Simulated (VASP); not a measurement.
A run of VASP 6.6.1:

The input POSCAR:

```
Zn5CdS6
1.0
    6.7584826269      0.0000000000      0.0000000000
   -3.3792413134      5.8530176460      0.0000000000
    0.0000000000      0.0000000000      6.3871779981
Zn Cd S
5 1 6
Direct
    0.6605507339      0.0000000000      0.9996030379
    0.3394492661      0.3394492661      0.9996030379
    0.0000000000      0.6605507339      0.9996030379
    0.6666666667      0.3333333333      0.5003829872
    0.3333333333      0.6666666667      0.5003829872
    0.0000000000      0.0000000000      0.5007161439
    0.6453985147      0.0000000000      0.3689554752
    0.3546014853      0.3546014853      0.3689554752
    0.0000000000      0.6453985147      0.3689554752
    0.0000000000      0.0000000000      0.9007391271
    0.6666666667      0.3333333333      0.8710516078
    0.3333333333      0.6666666667      0.8710516078
```

The input INCAR.step1:

```
SYSTEM = Zn5CdS6
  ALGO = Normal
  EDIFF = 1E-6
  ENCUT = 520
  GGA = PE
  ISIF = 2
  ISMEAR = 0
  LASPH = .True.
  LCHARG = .True.
  LREAL = .False.
  LWAVE = .False.
  NBANDS = 66
  NELM = 100
  PREC = Accurate
  SIGMA = 0.02
```

KPOINTS.step1

```
k-points
0
Gamma
  6 6 4
  0 0 0
```

The input INCAR.step2:

```
SYSTEM = Zn5CdS6
  ALGO = Normal
  EDIFF = 1E-6
  ENCUT = 520
  GGA = PE
  ICHARG = 11
  ISIF = 2
  ISMEAR = -5
  LASPH = .True.
  LCHARG = .False.
  LORBIT = 11
  LREAL = .False.
  LWAVE = .False.
  NBANDS = 66
  NEDOS = 1001
  NELM = 100
  PREC = Accurate
  SIGMA = 0.02
```

File KPOINTS.step2:

```
k-points
0
Gamma
  9 9 6
  0 0 0
```

Potentials or basis: VASP PAW PBE potentials, release 64 (Zn, Cd, S).

The run is started by

```bash
$ cat potpaw_PBE.64/Zn/POTCAR potpaw_PBE.64/Cd/POTCAR potpaw_PBE.64/S/POTCAR > POTCAR
$ cp INCAR.step1 INCAR
$ cp KPOINTS.step1 KPOINTS
$ mpirun -np 1 vasp_std > vasp.out
$ cp INCAR.step2 INCAR
$ cp KPOINTS.step2 KPOINTS
$ mpirun -np 1 vasp_std > vasp.out
```

Hardware: 1 thread of Oxide Virtual Turin-like Processor, with other jobs on the host.

**Question.** Estimate the wall time of this run.

**Answer.** Wall time 22 min on 1 thread of Oxide Virtual Turin-like Processor, on a shared host, peak memory 0.83 GiB. Counts: k points 62.
